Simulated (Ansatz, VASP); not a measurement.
## As in VASP and in Ansatz

```
As
1.0
     3.64089    0.00000    0.00000
    -1.82045    3.15311    0.00000
     0.00000    0.00000    3.54822
As
2
Direct
  0.33333 0.66667 0.25000
  0.66667 0.33333 0.75000
```

Alike in both runs: functional r2SCAN; k mesh 12 × 12 × 7; occupations fermi-dirac, width 0.1 eV; no spin polarisation.

Ansatz relaxed the structure, and its values are those at the end. VASP's run is a single point on that final structure, the one shown.

|  | VASP | Ansatz |
| --- | --- | --- |
| version | VASP 6.6.1 | Ansatz 0.2.0 |
| potentials or method | VASP PAW PBE potentials, release 64 (As), cutoff 520 eV | plane waves (500 eV) with PAW, scalar-relativistic |
| valence electrons in the cell | 10 | 30 |

```csv
,VASP,Ansatz,Ansatz less VASP
pressure (GPa),0.0,0.0,+0.05
```

VASP's potentials were made for PBE, not for r2SCAN. VASP's potentials hold 10 valence electrons a cell and Ansatz's 30, so a difference there can come from the potentials and not from the codes.
